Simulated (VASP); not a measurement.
# LiF (I4/mmm) in VASP: a series of runs

The runs below take LiF through single point, with r2SCAN.

Program: VASP 6.6.1. These are calculated values, not measurements. Logs are shortened: lines on timing, memory, paths and dates and some standing lists are left out, and cuts for length are marked.

## (1) The cell of the first run

The structure is tetragonal, space group I4/mmm (No. 139). Conventional cell: a = 2.848 Å, b = 2.848 Å, c = 4.048 Å, α = 90.00°, β = 90.00°, γ = 90.00°. Li (site symmetry 4/mmm) has 6 F at 2.01 to 2.02 Å within 2.7 Å. Within 2.7 Å of F (site symmetry 4/mmm) lie 6 Li at 2.01 to 2.02 Å.

## (2) Single point, r2SCAN (strain +0.0050 x Voigt [0, 1, 0, 0, 0, 0])

Contents of POSCAR:

```
LiF
1.0
    0.0000000000      2.0240700000      2.0140000000
    2.0140000000      0.0000000000      2.0140000000
    2.0140000000      2.0240700000      0.0000000000
Li F
1 1
Direct
    0.0000000000      0.0000000000      0.0000000000
    0.5000000000      0.5000000000      0.5000000000
```

Contents of INCAR.step1:

```
  ALGO = Normal
  EDIFF = 1E-4
  ENCUT = 520
  GGA = PE
  ISMEAR = 0
  LASPH = True
  LCHARG = False
  LREAL = False
  LWAVE = True
  NBANDS = 12
  NELM = 100
  PREC = Accurate
  SIGMA = 0.05
```

Contents of INCAR.step2:

```
  ALGO = Normal
  EDIFF = 1E-6
  ENCUT = 520
  ISIF = 2
  ISMEAR = 0
  ISTART = 1
  LASPH = True
  LCHARG = True
  LELF = True
  LMIXTAU = True
  LREAL = False
  LVHAR = True
  LWAVE = False
  METAGGA = R2SCAN
  NBANDS = 12
  NELM = 100
  PREC = Accurate
  SIGMA = 0.05
```

Contents of KPOINTS:

```
k-points
0
Gamma
  10 10 10
```

Potentials or basis: VASP PAW PBE potentials, release 64 (Li_sv, F).

Command:

```
> cat potpaw_PBE.64/Li_sv/POTCAR potpaw_PBE.64/F/POTCAR > POTCAR
> cp INCAR.step1 INCAR
> mpirun -np 1 vasp_std > vasp.out
> cp INCAR.step2 INCAR
> mpirun -np 1 vasp_std > vasp.out
```

OUTCAR:

```text
EDIFF = 1E-6
   ENCUT = 520
   ISIF = 2
   ISMEAR = 0
   ISTART = 1
   LASPH = True
   LREAL = False
   METAGGA = R2SCAN
   NELM = 100
   PREC = Accurate

 ion  position               nearest neighbor table
   1  0.000  0.000  0.000-   2 2.01   2 2.01   2 2.01   2 2.01   2 2.02   2 2.02
   2  0.500  0.500  0.500-   1 2.01   1 2.01   1 2.01   1 2.01   1 2.02   1 2.02

  LATTYP: Found a body centered tetragonal cell.
 ALAT       =     2.8482261146
 C/A-ratio  =     1.4212846302

  Lattice vectors:

 A1 = (   0.0000000000,  -2.0240700000,   2.0140000000)
 A2 = (   0.0000000000,  -2.0240700000,  -2.0140000000)
 A3 = (   2.0140000000,   2.0240700000,   0.0000000000)

Analysis of symmetry for initial positions (statically):
=====================================================================
 Subroutine PRICEL returns:
 Original cell was already a primitive cell.

 Routine SETGRP: Setting up the symmetry group for a
 body centered tetragonal supercell.

 Subroutine GETGRP returns: Found 16 space group operations
 (whereof 16 operations were pure point group operations)
 out of a pool of 16 trial point group operations.

The static configuration has the point symmetry D_4h.

Analysis of symmetry for dynamics (positions and initial velocities):
=====================================================================
 Subroutine PRICEL returns:
 Original cell was already a primitive cell.

 Routine SETGRP: Setting up the symmetry group for a
 body centered tetragonal supercell.

 Subroutine GETGRP returns: Found 16 space group operations
 (whereof 16 operations were pure point group operations)
 out of a pool of 16 trial point group operations.

The dynamic configuration has the point symmetry D_4h.

 Subroutine INISYM returns: Found 16 space group operations
 (whereof 16 operations are pure point group operations),
 and found     1 'primitive' translations

----------------------------------------------------------------------------------------

                                     Primitive cell

  volume of cell :      16.4200

  direct lattice vectors                    reciprocal lattice vectors
     0.000000000  2.024070000  2.014000000    -0.248262165  0.247027030  0.248262165
     2.014000000  0.000000000  2.014000000     0.248262165 -0.247027030  0.248262165
     2.014000000  2.024070000  0.000000000     0.248262165  0.247027030 -0.248262165

  length of vectors
     2.855355558  2.848226115  2.855355558     0.429290762  0.429290762  0.429290762

  position of ions in fractional coordinates (direct lattice)
     0.000000000  0.000000000  0.000000000
[... 91 lines left out ...]
   EMIN   =  10.00;   EMAX   =-10.00  energy-range for DOS
   EFERMI =   0.00;   METHOD = LEGACY
   ISMEAR =     0;   SIGMA  =   0.05  broadening in eV -4-tet -1-fermi 0-gaus
   EFERMI_NEDOS =   21; number of points for ismear=-14 and -15
   IALGO  =     38    algorithm
   IMIX   =      4    mixing-type and parameters
     AMIX     =   0.40;   BMIX     =  1.00
     AMIX_MAG =   1.60;   BMIX_MAG =  1.00
  volume/ion in A,a.u.               =       8.21        55.40
  Fermi-wavevector in a.u.,A,eV,Ry     =   1.387661  2.622299 26.199416  1.925603
  Thomas-Fermi vector in A             =   2.511861
   LORBIT       =      0    0 simple, 1 ext, 2 COOP (PROOUT), +10 PAW based schemes
   METAGGA = R2SCAN    functional components
   LHFCALC =     F    Hartree Fock is set to
   AEXX    =    0.0000 exact exchange contribution
   IVDW    =     0    specifies the selected vdW correction
   LEPSILON=     F    determine dielectric tensor
   LRPA    =     F    only Hartree local field effects (RPA)
 non-spin polarized calculation
 Gauss-broadening in eV      SIGMA  =   0.05
  energy-cutoff  :      520.00
  volume of cell :       16.42
 maximum number of plane-waves:       459
 NGX is ok and might be reduce to    24
   NGX = 11   NGY = 11   NGZ = 11

 number of electron       9.9999991 magnetization

 Free energy of the ion-electron system (eV)
  ---------------------------------------------------
  ext. energy  EPLUGINS =         0.00000000
  ---------------------------------------------------
  free energy    TOTEN  =       -11.89767277 eV

  energy without entropy =      -11.89767277  energy(sigma->0) =      -11.89767277

 E-fermi :  -1.3376     XC(G=0): -10.5182

 val. band max:       -1.6614999689   @ k =   0.0000   0.0000   0.0000
 cond. band min:       8.5458872603   @ k =   0.0000   0.0000   0.0000
 fundamental gap:     10.2073872292
 Fermi energy:        -1.3376414285

 k-point     1 :       0.0000    0.0000    0.0000
  band No.  band energies     occupation
      1     -43.7469      2.00000
      2     -22.7529      2.00000
      3      -1.6729      2.00000
      4      -1.6729      2.00000
      5      -1.6615      2.00000
      6       8.5459      0.00000
      7      23.7344      0.00000
      8      23.7739      0.00000
      9      23.7739      0.00000
     10      24.2418      0.00000
     11      24.3733      0.00000
     12      24.3737      0.00000
[... 331 lines left out ...]
 k-point    24 :       0.4000    0.3000    0.0000
  band No.  band energies     occupation
      1     -43.6896      2.00000
      2     -22.2494      2.00000
      3      -3.9545      2.00000
      4      -2.5444      2.00000
      5      -2.4340      2.00000
      6      12.5722      0.00000
      7      16.1494      0.00000
      8      18.4749      0.00000
      9      20.0501      0.00000
     10      21.0519      0.00000
     11      33.8678      0.00000
     12      34.6346      0.00000

 [... further k-points ...]

------------------------ aborting loop because EDIFF is reached ----------------------------------------

  FORCE on cell =-STRESS in cart. coord.  units (eV):
  Direction    XX          YY          ZZ          XY          YZ          ZX
  --------------------------------------------------------------------------------------
  -------------------------------------------------------------------------------------
  Total       -0.3234755     -0.3589158     -0.3234755      0.0000000      0.0000000      0.0000000
  in kB      -31.5629416    -35.0210108    -31.5629416      0.0000000      0.0000000      0.0000000
  external PRESSURE =     -32.7156314 kB  Pullay stress =       0.0000000 kB

 VOLUME and BASIS-vectors are now :
 -----------------------------------------------------------------------------
  energy-cutoff  :      520.00
  volume of cell :       16.42
      direct lattice vectors                 reciprocal lattice vectors
     0.000000000  2.024070000  2.014000000    -0.248262165  0.247027030  0.248262165
     2.014000000  0.000000000  2.014000000     0.248262165 -0.247027030  0.248262165
     2.014000000  2.024070000  0.000000000     0.248262165  0.247027030 -0.248262165

 POSITION                                       TOTAL-FORCE (eV/Angst)
 -----------------------------------------------------------------------------------
      0.00000      0.00000      0.00000         0.000000      0.000000      0.000000
      2.01400      2.02407      2.01400         0.000000     -0.000000     -0.000000
 -----------------------------------------------------------------------------------
    total drift:                               -0.000000     -0.000000      0.000000

  FREE ENERGIE OF THE ION-ELECTRON SYSTEM (eV)
  ---------------------------------------------------
  free  energy   TOTEN  =       -11.8976727697 eV

  energy  without entropy=      -11.8976727697  energy(sigma->0) =      -11.89767277
```

OSZICAR.step1:

```text
N       E                     dE             d eps       ncg     rms          rms(c)
DAV:   1     0.308257964645E+02    0.30826E+02   -0.53031E+03  2516   0.847E+02
DAV:   2    -0.908025710567E+01   -0.39906E+02   -0.39086E+02  2956   0.188E+02
DAV:   3    -0.101385349196E+02   -0.10583E+01   -0.10551E+01  3208   0.265E+01
DAV:   4    -0.101492097218E+02   -0.10675E-01   -0.10674E-01  2848   0.291E+00
DAV:   5    -0.101493175616E+02   -0.10784E-03   -0.10784E-03  3204   0.211E-01    0.454E+00
DAV:   6    -0.962721227718E+01    0.52211E+00   -0.25075E+00  2732   0.980E+00    0.139E+00
DAV:   7    -0.963154909774E+01   -0.43368E-02   -0.18215E-02  3244   0.119E+00    0.861E-01
DAV:   8    -0.963838301925E+01   -0.68339E-02   -0.15160E-02  2956   0.128E+00    0.111E-01
DAV:   9    -0.963840727851E+01   -0.24259E-04   -0.93966E-04  2860   0.275E-01
   1 F= -.96384073E+01 E0= -.96384073E+01  d E =-.674592E-28
```

Wall time 25 s (1 thread of Intel Xeon 6975P-C (Granite Rapids), shared host); peak memory 0.14 GiB.

What came out:

* Free energy: -11.8977 eV
* Band gap on the k mesh: 10.21 eV, direct

Caveat: the cell differs from its parent crystal (strain +0.0050 x Voigt [0, 1, 0, 0, 0, 0]); the cutoff is under 1.25 times the usual one of these potentials, so pressure, stress and relaxed cells hold a basis-set (Pulay) error; the PAW data sets were made with another functional, which shifts forces and pressure a little. A k mesh can miss the band edges.

## (3) Single point, r2SCAN (strain +0.0100 x Voigt [0, 1, 0, 0, 0, 0])

Contents of POSCAR:

```
LiF
1.0
    0.0000000000      2.0341400000      2.0140000000
    2.0140000000      0.0000000000      2.0140000000
    2.0140000000      2.0341400000      0.0000000000
Li F
1 1
Direct
    0.0000000000      0.0000000000      0.0000000000
    0.5000000000      0.5000000000      0.5000000000
```

Contents of INCAR.step1:

```
PREC = Accurate
ENCUT = 520
ISMEAR = 0
SIGMA = 0.05
LREAL = False
LASPH = True
NELM = 60
NBANDS = 12
GGA = PE
ALGO = Normal
EDIFF = 1E-4
LWAVE = True
LCHARG = False
```

Contents of INCAR.step2:

```
PREC = Accurate
ENCUT = 520
EDIFF = 1E-7
ISMEAR = 0
SIGMA = 0.05
LREAL = False
LASPH = True
NELM = 60
ALGO = Normal
ISIF = 2
LWAVE = False
LCHARG = False
METAGGA = R2SCAN
LMIXTAU = True
NBANDS = 12
ISTART = 1
```

Contents of KPOINTS:

```
Automatic mesh
0
Gamma
  10 10 10
```

Potentials or basis: VASP PAW PBE potentials, release 64 (Li_sv, F).

Command:

```
> cat potpaw_PBE.64/Li_sv/POTCAR potpaw_PBE.64/F/POTCAR > POTCAR
> cp INCAR.step1 INCAR
> mpirun -np 1 vasp_std > vasp.out
> cp INCAR.step2 INCAR
> mpirun -np 1 vasp_std > vasp.out
```

Run time: 29 s. Hardware: 1 thread of Intel Xeon 6975P-C (Granite Rapids), shared host; peak memory 0.14 GiB.

It converged, with:

| Item | Value |
| --- | --- |
| Free energy | -11.8960 eV |
| Band gap on the k mesh | 10.15 eV, direct |

Levels at points of the mesh, in eV from the valence-band top:
```tsv
k point	band 2	band 3	band 4	band 5	band 6	band 7	band 8	band 9
(0.00, 0.00, 0.00)	-21.09	-0.02	-0.02	0.00	10.15	25.31	25.39	25.39
(0.50, 0.00, 0.00)	-20.68	-2.47	-0.26	-0.24	11.76	17.99	20.24	20.43
(0.50, 0.50, 0.00)	-20.42	-2.97	-1.05	-0.99	16.01	17.33	18.96	21.64
(0.50, 0.00, 0.50)	-20.43	-2.98	-0.99	-0.99	15.81	17.47	18.95	21.87
```

Caveat: the cell differs from its parent crystal (strain +0.0100 x Voigt [0, 1, 0, 0, 0, 0]); the cutoff is under 1.25 times the usual one of these potentials, so pressure, stress and relaxed cells hold a basis-set (Pulay) error; the PAW data sets were made with another functional, which shifts forces and pressure a little. A k mesh can miss the band edges.

(Continued in part 2 of 2.)
